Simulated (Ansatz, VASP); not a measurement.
# BaHfO3 in VASP and in Ansatz

Contents of INCAR:

```
SYSTEM = BaHfO3
PREC = Accurate
ENCUT = 600
EDIFF = 1E-6
ISMEAR = 0
SIGMA = 0.02
LREAL = .FALSE.
LASPH = .TRUE.
NELM = 120
ALGO = Normal
ISIF = 2
LWAVE = .FALSE.
LCHARG = .FALSE.
GGA = PE
NBANDS = 27
GGA_COMPAT = .FALSE.
```

The input KPOINTS:

```
Automatic mesh
0
G
  6 6 6
  0 0 0
```

The input POSCAR:

```
BaHfO3
1.0
    4.2066187254      0.0000000000      0.0000000000
    0.0000000000      4.2066187254      0.0000000000
    0.0000000000      0.0000000000      4.2066187254
Ba Hf O
1 1 3
Direct
    0.0000000000      0.0000000000      0.0000000000
    0.5000000000      0.5000000000      0.5000000000
    0.5000000000      0.5000000000      0.0000000000
    0.0000000000      0.5000000000      0.5000000000
    0.5000000000      0.0000000000      0.5000000000
```

Input for Ansatz:

```yaml
crystal:
  lattice:
    - [4.2066187254, 0.0, 0.0]
    - [0.0, 4.2066187254, 0.0]
    - [0.0, 0.0, 4.2066187254]
  atoms:
    - { symbol: Ba, position: [0.0, 0.0, 0.0] }
    - { symbol: Hf, position: [0.5, 0.5, 0.5] }
    - { symbol: O, position: [0.5, 0.5, 0.0] }
    - { symbol: O, position: [0.0, 0.5, 0.5] }
    - { symbol: O, position: [0.5, 0.0, 0.5] }
basis:
  ecutwfc: 420
kpoints:
  mp_grid: { grid: [6, 6, 6] }
  band_path:
    path:
      - [[0.0, 0.0, 0.0], [0.0, 0.5, 0.0], [0.5, 0.5, 0.0], [0.0, 0.0, 0.0], [0.5, 0.5, 0.5], [0.0, 0.5, 0.0]]
      - [[0.5, 0.5, 0.5], [0.5, 0.5, 0.0]]
    npoints: 10
hamiltonian:
  xc: pbe
  pseudopotentials: { kind: paw, azcp: { folder: soft_1 } }
scf:
  occupations: { method: gaussian, width: 0.02 }
  n_extra_bands: 8
output:
  forces: true
  stress: true
  eigenvalues: true
```

Alike in both runs: task single point; functional PBE; k mesh 6 × 6 × 6; occupations gaussian, width 0.02 eV; no spin polarisation.

|  | VASP | Ansatz |
| --- | --- | --- |
| version | VASP 6.6.1 | Ansatz 0.2.0 |
| potentials or method | VASP PAW PBE potentials, release 64 (Ba_sv, Hf_pv, O), cutoff 600 eV | scalar-relativistic, plane waves, PAW |
| valence electrons in the cell | 38 | 54 |

|  | VASP | Ansatz | Ansatz less VASP |
| --- | --- | --- | --- |
| gap on the k mesh at the Fermi level (eV) | 3.54 | 3.62 | +0.089 |
| least direct gap on the mesh (eV) | 3.78 | 3.76 | -0.016 |
| pressure (GPa) | -0.8 | 0.0 | +0.77 |

VASP's potentials hold 38 valence electrons a cell and Ansatz's 54, so a difference there can come from the potentials and not from the codes.

Neither program's run includes spin-orbit coupling.
